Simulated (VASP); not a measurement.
# Se (R-3) in VASP: a series of runs

Se is run at these levels: PBEsol; tasks: electric field gradients.

Everything below comes from runs of VASP 6.6.1. Logs are shortened: lines on timing, memory, paths and dates and some standing lists are left out, and cuts for length are marked.

## 1. The cell of the first run

Symmetry: R-3, No. 148, trigonal system. The conventional cell has a = 11.512 Å, b = 11.512 Å, c = 4.487 Å, α = 90.00°, β = 90.00°, γ = 120.00°. Within 3.2 Å of Se (site symmetry 1) lie 2 Se at 2.39 Å.

## 2. Electric field gradients, PBEsol (28.61 Å³/atom)

File INCAR:

```
SYSTEM = Se
PREC = Accurate ; ENCUT = 520
EDIFF = 1E-8 ; ISMEAR = -1
SIGMA = 0.01 ; LREAL = .False.
LASPH = .True. ; NELM = 100
ALGO = Normal ; ISIF = 2
LWAVE = .False. ; LCHARG = .False.
GGA = PS ; LEFG = .True.
NBANDS = 27
```

File KPOINTS:

```
Automatic mesh
0
Gamma
  6 6 6
  0 0 0
```

File POSCAR:

```
Se
1.0
    5.7557584332      3.3230886808      1.4957576226
   -5.7557584332      3.3230886808      1.4957576226
    0.0000000000     -6.6461773616      1.4957576226
Se
6
Direct
    0.2806600000      0.1625100000      0.9181800000
    0.9181800000      0.2806600000      0.1625100000
    0.1625100000      0.9181800000      0.2806600000
    0.7193400000      0.8374900000      0.0818200000
    0.0818200000      0.7193400000      0.8374900000
    0.8374900000      0.0818200000      0.7193400000
```

Potentials or basis: VASP PAW PBE potentials, release 64 (Se).

Started as:

```sh
$ cat potpaw_PBE.64/Se/POTCAR > POTCAR
$ mpirun -np 1 vasp_std > vasp.out
```

OUTCAR:

```text
SYSTEM = Se
   PREC = Accurate
   ENCUT = 520
   EDIFF = 1E-8
   ISMEAR = -1
   LREAL = .False.
   LASPH = .True.
   NELM = 100
   ISIF = 2
   GGA = PS

 ion  position               nearest neighbor table
   1  0.281  0.163  0.918-   6 2.39   5 2.39
   2  0.918  0.281  0.163-   4 2.39   6 2.39
   3  0.163  0.918  0.281-   4 2.39   5 2.39
   4  0.719  0.837  0.082-   3 2.39   2 2.39
   5  0.082  0.719  0.837-   1 2.39   3 2.39
   6  0.837  0.082  0.719-   1 2.39   2 2.39

  LATTYP: Found a trigonal (rhomboedric) cell.
 ALAT       =     6.8124125233
 COS(alpha) =    -0.4276877573

  Lattice vectors:

 A1 = (   5.7557584332,   3.3230886808,   1.4957576226)
 A2 = (  -5.7557584332,   3.3230886808,   1.4957576226)
 A3 = (   0.0000000000,  -6.6461773616,   1.4957576226)

Analysis of symmetry for initial positions (statically):
=====================================================================
 Subroutine PRICEL returns:
 Original cell was already a primitive cell.

 Routine SETGRP: Setting up the symmetry group for a
 trigonal (rhombohedral) supercell.

 Subroutine GETGRP returns: Found  6 space group operations
 (whereof  6 operations were pure point group operations)
 out of a pool of 12 trial point group operations.

The static configuration has the point symmetry S_6 .

Analysis of symmetry for dynamics (positions and initial velocities):
=====================================================================
 Subroutine PRICEL returns:
 Original cell was already a primitive cell.

 Routine SETGRP: Setting up the symmetry group for a
 trigonal (rhombohedral) supercell.

 Subroutine GETGRP returns: Found  6 space group operations
 (whereof  6 operations were pure point group operations)
 out of a pool of 12 trial point group operations.

The dynamic configuration has the point symmetry S_6 .

 Subroutine INISYM returns: Found  6 space group operations
 (whereof  6 operations are pure point group operations),
 and found     1 'primitive' translations

----------------------------------------------------------------------------------------

                                     Primitive cell
[... 155 lines left out ...]
  band No.  band energies     occupation
      1     -13.6105      2.00000
      2     -11.9787      2.00000
      3     -11.9787      2.00000
      4      -9.8327      2.00000
      5      -9.8327      2.00000
      6      -8.2559      2.00000
[... 709 lines left out ...]
     26       7.9011      0.00000
     27       8.4391      0.00000

 [... further k-points ...]

------------------------ aborting loop because EDIFF is reached ----------------------------------------

  FORCE on cell =-STRESS in cart. coord.  units (eV):
  Direction    XX          YY          ZZ          XY          YZ          ZX
  --------------------------------------------------------------------------------------
  -------------------------------------------------------------------------------------
  Total       -2.2706517     -2.2706517     -0.8956692      0.0000005     -0.0000000     -0.0000000
  in kB      -21.1935706    -21.1935706     -8.3599032      0.0000048     -0.0000000     -0.0000000
  external PRESSURE =     -16.9156814 kB  Pullay stress =       0.0000000 kB

 VOLUME and BASIS-vectors are now :
 -----------------------------------------------------------------------------
  energy-cutoff  :      520.00
  volume of cell :      171.66
      direct lattice vectors                 reciprocal lattice vectors
     5.755758433  3.323088681  1.495757623     0.086869525  0.050154144  0.222852505
    -5.755758433  3.323088681  1.495757623    -0.086869525  0.050154144  0.222852505
     0.000000000 -6.646177362  1.495757623     0.000000000 -0.100308287  0.222852505

 POSITION                                       TOTAL-FORCE (eV/Angst)
 -----------------------------------------------------------------------------------
      0.68004     -4.62969      2.03625         0.066610     -0.004483     -0.106473
      3.66941      2.90378      2.03625        -0.029422      0.059927     -0.106473
     -4.34945      1.72591      2.03625        -0.037187     -0.055444     -0.106473
     -0.68004      4.62969      2.45102        -0.066610      0.004483      0.106473
     -3.66941     -2.90378      2.45102         0.029422     -0.059927      0.106473
      4.34945     -1.72591      2.45102         0.037187      0.055444      0.106473
 -----------------------------------------------------------------------------------
    total drift:                               -0.000000      0.000000      0.000000

  FREE ENERGIE OF THE ION-ELECTRON SYSTEM (eV)
  ---------------------------------------------------
  free  energy   TOTEN  =       -22.6906013838 eV

  energy  without entropy=      -22.6906013838  energy(sigma->0) =      -22.69060138

 Electric field gradients (V/A^2)
---------------------------------------------------------------------
 ion       V_xx      V_yy      V_zz      V_xy      V_xz      V_yz
---------------------------------------------------------------------
   1     306.774  -101.882  -204.892  -131.260   142.382   352.736
   2    -113.393   318.285  -204.892  -111.323  -376.670   -53.062
   3     113.957    90.935  -204.892   242.583   234.288  -299.675
   4     306.774  -101.882  -204.892  -131.260   142.382   352.736
   5    -113.393   318.285  -204.892  -111.323  -376.670   -53.062
   6     113.957    90.935  -204.892   242.583   234.288  -299.675
---------------------------------------------------------------------

 Electric field gradients after diagonalization (V/A^2)
 (convention: |V_zz| > |V_xx| > |V_yy|)
----------------------------------------------------------------------
 ion       V_xx      V_yy      V_zz     asymmetry (V_yy - V_xx)/ V_zz
----------------------------------------------------------------------
   1     350.572   202.847  -553.419       0.267
   2     350.572   202.847  -553.419       0.267
   3     350.572   202.847  -553.419       0.267
   4     350.572   202.847  -553.419       0.267
   5     350.572   202.847  -553.419       0.267
   6     350.572   202.847  -553.419       0.267
----------------------------------------------------------------------

           NMR quadrupolar parameters

 Cq : quadrupolar parameter    Cq=e*Q*V_zz/h
 eta: asymmetry parameters     (V_yy - V_xx)/ V_zz
 Q  : nuclear electric quadrupole moment in mb (millibarn)
----------------------------------------------------------------------
 ion       Cq(MHz)       eta       Q (mb)
----------------------------------------------------------------------
   1      -1.338       0.267       1.000
   2      -1.338       0.267       1.000
   3      -1.338       0.267       1.000
   4      -1.338       0.267       1.000
   5      -1.338       0.267       1.000
   6      -1.338       0.267       1.000
----------------------------------------------------------------------
```

Run time: 9.7 min. Hardware: 1 thread of AMD EPYC 7R43 (Zen 3), shared host; peak memory 0.42 GiB.

Results:

```
Free energy                             : -22.6906 eV
Pressure                                : -1.7 GPa
Largest force                           : 0.126 eV/Å
Band gap on the k mesh                  : 1.06 eV (least direct gap 1.32 eV)
Largest electric field gradient by atom : Se -553.4 V/Å²
```

Forces on the atoms (eV/Å):
```
Se   0.067 -0.004 -0.106
Se  -0.029  0.060 -0.106
Se  -0.037 -0.055 -0.106
Se  -0.067  0.004  0.106
Se   0.029 -0.060  0.106
Se   0.037  0.055  0.106
```

Electric field gradients, principal values (V/Å²):
```csv
atom,least,middle,greatest (by size)
1 Se,202.847,350.572,-553.419
2 Se,202.847,350.572,-553.419
3 Se,202.847,350.572,-553.419
4 Se,202.847,350.572,-553.419
5 Se,202.847,350.572,-553.419
6 Se,202.847,350.572,-553.419
```

Caveat: this functional lacks dispersion, which holds the molecules together, so the pressure and a relaxed volume are unreliable; without QUAD_EFG the Cq values of the log hold for a quadrupole moment of 1 mb, not for the nuclei; the PAW data sets were made with another functional, which shifts forces and pressure a little. A k mesh can miss the band edges.

## 3. Electric field gradients, PBEsol (28.61 Å³/atom)

File INCAR:

```
ALGO = Normal
EDIFF = 1E-8
ENCUT = 520
GGA = PS
ISIF = 2
ISMEAR = -1
LASPH = T
LCHARG = F
LEFG = T
LREAL = F
LWAVE = F
NBANDS = 27
NELM = 100
PREC = Accurate
SIGMA = 0.01
```

File KPOINTS:

```
k-points
0
Gamma
  6 6 6
```

POSCAR is that of step 2.

Potentials or basis: VASP PAW PBE potentials, release 64 (Se).

Started as:

```sh
$ cat potpaw_PBE.64/Se/POTCAR > POTCAR
$ mpirun -np 1 vasp_std > vasp.out
```

OUTCAR:

```text
EDIFF = 1E-8
   ENCUT = 520
   GGA = PS
   ISIF = 2
   ISMEAR = -1
   LASPH = T
   LREAL = F
   NELM = 100
   PREC = Accurate

 ion  position               nearest neighbor table
   1  0.281  0.163  0.918-   6 2.39   5 2.39
   2  0.918  0.281  0.163-   4 2.39   6 2.39
   3  0.163  0.918  0.281-   4 2.39   5 2.39
   4  0.719  0.837  0.082-   3 2.39   2 2.39
   5  0.082  0.719  0.837-   1 2.39   3 2.39
   6  0.837  0.082  0.719-   1 2.39   2 2.39

  LATTYP: Found a trigonal (rhomboedric) cell.
 ALAT       =     6.8124125233
 COS(alpha) =    -0.4276877573

  Lattice vectors:
[... 956 lines left out ...]
   1     306.774  -101.882  -204.892  -131.260   142.382   352.736
   2    -113.393   318.285  -204.892  -111.323  -376.670   -53.062
   3     113.957    90.935  -204.892   242.583   234.288  -299.675
   4     306.774  -101.882  -204.892  -131.260   142.382   352.736
   5    -113.393   318.285  -204.892  -111.323  -376.670   -53.062
   6     113.957    90.935  -204.892   242.583   234.288  -299.675
---------------------------------------------------------------------

 Electric field gradients after diagonalization (V/A^2)
 (convention: |V_zz| > |V_xx| > |V_yy|)
----------------------------------------------------------------------
 ion       V_xx      V_yy      V_zz     asymmetry (V_yy - V_xx)/ V_zz
----------------------------------------------------------------------
   1     350.572   202.847  -553.419       0.267
   2     350.572   202.847  -553.419       0.267
   3     350.572   202.847  -553.419       0.267
   4     350.572   202.847  -553.419       0.267
   5     350.572   202.847  -553.419       0.267
   6     350.572   202.847  -553.419       0.267
----------------------------------------------------------------------

           NMR quadrupolar parameters

 Cq : quadrupolar parameter    Cq=e*Q*V_zz/h
 eta: asymmetry parameters     (V_yy - V_xx)/ V_zz
 Q  : nuclear electric quadrupole moment in mb (millibarn)
----------------------------------------------------------------------
 ion       Cq(MHz)       eta       Q (mb)
----------------------------------------------------------------------
   1      -1.338       0.267       1.000
   2      -1.338       0.267       1.000
   3      -1.338       0.267       1.000
   4      -1.338       0.267       1.000
   5      -1.338       0.267       1.000
   6      -1.338       0.267       1.000
----------------------------------------------------------------------
```

OSZICAR:

```text
N       E                     dE             d eps       ncg     rms          rms(c)
DAV:   1     0.191915909833E+03    0.19192E+03   -0.14421E+04  2160   0.111E+03
DAV:   2    -0.610823488474E+01   -0.19802E+03   -0.19191E+03  2781   0.186E+02
DAV:   3    -0.227766451530E+02   -0.16668E+02   -0.16516E+02  2874   0.587E+01
DAV:   4    -0.229826995794E+02   -0.20605E+00   -0.20549E+00  2512   0.740E+00
DAV:   5    -0.229846137215E+02   -0.19141E-02   -0.19138E-02  2626   0.746E-01    0.920E+00
DAV:   6    -0.227783283075E+02    0.20629E+00   -0.10418E-01  2437   0.153E+00    0.558E+00
DAV:   7    -0.226910877113E+02    0.87241E-01   -0.21260E-01  2445   0.216E+00    0.283E-01
DAV:   8    -0.226904800456E+02    0.60767E-03   -0.16905E-02  2343   0.633E-01    0.113E-01
DAV:   9    -0.226905704626E+02   -0.90417E-04   -0.42644E-04  2700   0.102E-01    0.417E-02
DAV:  10    -0.226905976880E+02   -0.27225E-04   -0.46514E-05  2414   0.353E-02    0.104E-02
DAV:  11    -0.226906007575E+02   -0.30695E-05   -0.60280E-06  2506   0.121E-02    0.544E-03
DAV:  12    -0.226906012804E+02   -0.52292E-06   -0.14419E-06  2488   0.591E-03    0.126E-03
DAV:  13    -0.226906013569E+02   -0.76469E-07   -0.19570E-07  2520   0.217E-03    0.608E-04
DAV:  14    -0.226906013796E+02   -0.22726E-07   -0.45971E-08  2447   0.988E-04    0.256E-04
DAV:  15    -0.226906013838E+02   -0.42089E-08   -0.34438E-09  1449   0.270E-04
   1 F= -.22690601E+02 E0= -.22690601E+02  d E =-.984563E-11
```

stdout:

```text
POSCAR found type information on POSCAR Se
 POSCAR found :  1 types and       6 ions
 scaLAPACK will be used
 -----------------------------------------------------------------------------
|                                                                             |
|                                                                             |
|     You enforced a specific xc type in the INCAR file but a different       |
|     I HOPE YOU KNOW WHAT YOU ARE DOING!                                     |
|                                                                             |
 -----------------------------------------------------------------------------

 LDA part: xc-table for (Slater+PW92), standard interpolation
 POSCAR, INCAR and KPOINTS ok, starting setup
 FFT: planning ... GRIDC
 FFT: planning ... GRID_SOFT
 FFT: planning ... GRID
 WAVECAR not read
 entering main loop
ion   1
     0.0000499     2.2637381    -6.4659821     3.2816008    -2.7492987    -3.8347589
     0.0000687     2.2637380    -6.4659821     3.2816008    -2.7492986    -3.8347589
     0.0000946     2.2637380    -6.4659820     3.2816007    -2.7492986    -3.8347589
     0.0001302     2.2637380    -6.4659819     3.2816007    -2.7492986    -3.8347588
[... 56 lines left out ...]
     0.0000499  -221.9769646   274.3687008   162.4089977  -214.3683586   -10.3903681
     0.0000687  -221.9715463   274.3620442   162.4050597  -214.3631845   -10.3901403
     0.0000946  -221.9627629   274.3512543   162.3986766  -214.3548003   -10.3897735
     0.0001302  -221.9485952   274.3338523   162.3883818  -214.3412820   -10.3891860
```

Run time: 7.4 min. Hardware: 1 thread of AMD EPYC 7R43 (Zen 3), shared host; peak memory 0.42 GiB.

Results:

```yaml
Free_energy: -22.6906 eV
Pressure: -1.7 GPa
Largest_force: 0.126 eV/Å
Band_gap_on_the_k_mesh: 1.06 eV (least direct gap 1.32 eV)
Largest_electric_field_gradient_by_atom: Se -553.4 V/Å²
```

Forces in eV/Å, atoms in the order of the input:
```
Se   0.067 -0.004 -0.106
Se  -0.029  0.060 -0.106
Se  -0.037 -0.055 -0.106
Se  -0.067  0.004  0.106
Se   0.029 -0.060  0.106
Se   0.037  0.055  0.106
```

Electric field gradients, principal values (V/Å²):
```tsv
atom	least	middle	greatest (by size)
1 Se	202.847	350.572	-553.419
2 Se	202.847	350.572	-553.419
3 Se	202.847	350.572	-553.419
4 Se	202.847	350.572	-553.419
5 Se	202.847	350.572	-553.419
6 Se	202.847	350.572	-553.419
```

Caveat: this functional lacks dispersion, which holds the molecules together, so the pressure and a relaxed volume are unreliable; without QUAD_EFG the Cq values of the log hold for a quadrupole moment of 1 mb, not for the nuclei; the PAW data sets were made with another functional, which shifts forces and pressure a little. A k mesh can miss the band edges.

[end of part 1 of 2]
